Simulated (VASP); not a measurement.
Wanted: the native input for a VASP 6.6.1 run.

| Quantity | Value |
| --- | --- |
| Task | density of states |
| Functional | LDA |
| Potentials or basis | VASP PAW LDA potentials, release 64 (Pt) |
| Cutoff | 520 eV |
| k mesh | 17 × 17 × 17 |
| Occupations | fermi-dirac, width 0.1 eV |
| Spin | no spin polarisation |
| Dipole correction | no |
| k mesh for the DOS | 26 × 26 × 26 |
| Occupations for the DOS | tetrahedron |
| Further INCAR settings | ALGO = Normal; EDIFF = 1e-06 |

Crystal: Pt.

```xyz
1
Lattice="1.8937 0.0000 0.0000 0.0000 1.8937 0.0000 0.0000 0.0000 1.8937" Properties=species:S:1:pos:R:3 pbc="T T T"
Pt    0.0000    0.0000    0.0000
```

This cell differs from its parent crystal: volume scaled by 0.4.

These files were run (other wordings do the same):

POSCAR

```
Pt
1.0
    1.8937086480      0.0000000000      0.0000000000
    0.0000000000      1.8937086480      0.0000000000
    0.0000000000      0.0000000000      1.8937086480
Pt
1
Direct
    0.0000000000      0.0000000000      0.0000000000
```

INCAR.step1

```
SYSTEM = Pt
PREC = Accurate
ENCUT = 520
EDIFF = 1E-6
ISMEAR = -1
SIGMA = 0.1
LREAL = .False.
LASPH = .True.
NELM = 80
ALGO = Normal
ISIF = 2
LWAVE = .False.
LCHARG = .True.
LMAXMIX = 4
NBANDS = 11
```

KPOINTS.step1

```
regular mesh
0
Gamma
  17 17 17
  0 0 0
```

INCAR.step2

```
SYSTEM = Pt
PREC = Accurate
ENCUT = 520
EDIFF = 1E-6
ISMEAR = -5
SIGMA = 0.1
LREAL = .False.
LASPH = .True.
NELM = 80
ALGO = Normal
ISIF = 2
LWAVE = .False.
LCHARG = .False.
LMAXMIX = 4
LORBIT = 10
NEDOS = 1001
ICHARG = 11
```

KPOINTS.step2

```
regular mesh
0
Gamma
  26 26 26
  0 0 0
```

Potentials or basis: VASP PAW LDA potentials, release 64 (Pt).

The run is started by

```sh
$ cat potpaw_LDA.64/Pt/POTCAR > POTCAR
$ cp INCAR.step1 INCAR
$ cp KPOINTS.step1 KPOINTS
$ mpirun -np 1 vasp_std > vasp.out
$ cp INCAR.step2 INCAR
$ cp KPOINTS.step2 KPOINTS
$ mpirun -np 1 vasp_std > vasp.out
```

It took 35 s on 1 thread of Intel Xeon 8259CL, on a shared host, peak memory 0.16 GiB.
